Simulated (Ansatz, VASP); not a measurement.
**TePb in VASP and in Ansatz**

File INCAR:

```
SYSTEM = TePb
PREC     = Accurate       ! precision mode
ENCUT    = 520            ! plane-wave cutoff, eV
EDIFF    = 1E-6           ! SCF threshold, eV
ISMEAR   = -1             ! smearing method
SIGMA    = 0.03           ! smearing width, eV
LREAL    = .False.        ! projectors in reciprocal space
LASPH    = .True.         ! aspherical terms in the spheres
NELM     = 100            ! most SCF steps
ALGO     = Normal         ! electronic algorithm
ISIF     = 2              ! what is computed and relaxed
LWAVE    = .False.        ! write WAVECAR
LCHARG   = .False.        ! write CHGCAR
GGA      = PE             ! functional
NBANDS   = 17             ! bands
```

The input KPOINTS:

```
Automatic mesh
0
Gamma
  4 4 4
  0 0 0
```

The input POSCAR:

```
TePb
1.0
    0.0000000000      3.2310000000      3.2310000000
    3.2310000000      0.0000000000      3.2310000000
    3.2310000000      3.2310000000      0.0000000000
Pb Te
1 1
Direct
    0.0000000000      0.0000000000      0.0000000000
    0.5000000000      0.5000000000      0.5000000000
```

input.yaml

```yaml
crystal:
  lattice:
    - [0.0, 3.231, 3.231]
    - [3.231, 0.0, 3.231]
    - [3.231, 3.231, 0.0]
  atoms:
    - { symbol: Pb, position: [0.0, 0.0, 0.0] }
    - { symbol: Te, position: [0.5, 0.5, 0.5] }
kpoints:
  mp_grid: { grid: [4, 4, 4] }
scf:
  occupations: { method: fermi_dirac, width: 0.03 }
hamiltonian:
  xc: pbe
  pseudopotentials: { kind: all_electron, lapw: { basis_error: 0.002 } }
output:
  forces: true
  stress: true
  eigenvalues: true
```

Alike in both runs: task single point; functional PBE; k mesh 4 × 4 × 4; occupations fermi-dirac, width 0.03 eV; no spin polarisation.

|  | VASP | Ansatz |
| --- | --- | --- |
| version | VASP 6.6.1 | Ansatz 0.2.0 |
| potentials or method | VASP PAW PBE potentials, release 64 (Pb_d, Te), cutoff 520 eV | all-electron LAPW, scalar-relativistic |

|  | VASP | Ansatz | Ansatz less VASP |
| --- | --- | --- | --- |
| gap on the k mesh at the Fermi level (eV) | 0.73 | 0.73 | -0.006 |
| least direct gap on the mesh (eV) | 0.73 | 0.73 | -0.006 |
| pressure (GPa) | 2.1 | 2.2 | +0.07 |

Ansatz ran all-electron here, and VASP with PAW potentials.

The k mesh is coarse, so the values compare programs but aren't converged. Spin-orbit coupling is off throughout.
